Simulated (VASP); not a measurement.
Write the native input for VASP 6.6.1 that does the following.

| Item | Value |
| --- | --- |
| Task | single point |
| Functional | PBE |
| Dispersion | D3(BJ) |
| Potentials or basis | VASP PAW PBE potentials, release 64 (Pb_d, O) |
| Cutoff | 520 eV |
| k mesh | 6 × 6 × 1 |
| Occupations | gaussian, width 0.02 eV |
| Spin | no spin polarisation |
| Dipole correction | yes |
| Further INCAR settings | ALGO = Normal; EDIFF = 1e-06; NBANDS = 28 |

The structure of PbO lies in POSCAR:

```
PbO
1.0
    4.2260000000      0.0000000000      0.0000000000
    0.0000000000      4.2260000000      0.0000000000
    0.0000000000      0.0000000000     30.7493267952
Pb O
2 2
Direct
    0.5000000000      0.0000000000      0.4593974851
    0.0000000000      0.5000000000      0.5406025149
    0.0000000000      0.0000000000      0.5000000000
    0.5000000000      0.5000000000      0.5000000000
```

These files were run (other wordings do the same):

INCAR

```
SYSTEM = PbO
PREC = Accurate
ENCUT = 520
EDIFF = 1E-6
ISMEAR = 0
SIGMA = 0.02
LREAL = .FALSE.
LASPH = .TRUE.
NELM = 80
ALGO = Normal
ISIF = 2
LWAVE = .FALSE.
LCHARG = .FALSE.
LDIPOL = .TRUE.
IDIPOL = 3
DIPOL = 0.5 0.5 0.500
GGA = PE
IVDW = 12
NBANDS = 28
```

KPOINTS

```
regular mesh
0
G
  6 6 1
  0 0 0
```

Potentials or basis: VASP PAW PBE potentials, release 64 (Pb_d, O).

Run with:

```console
$ cat potpaw_PBE.64/Pb_d/POTCAR potpaw_PBE.64/O/POTCAR > POTCAR
$ mpirun -np 1 vasp_std > vasp.out
```

It gave:

```json
{
 "Largest force": "1.274 eV/Å",
 "Band gap on the k mesh": "2.25 eV",
 "Dispersion energy per atom": "-0.126 eV"
}
```

Caveat: spin-orbit coupling is left out, which moves the levels of the heavy elements.

Wall time 2.4 min on 1 thread of Intel(R) Xeon(R) 6975P-C (Granite Rapids), on a shared host, peak memory 0.6 GiB.
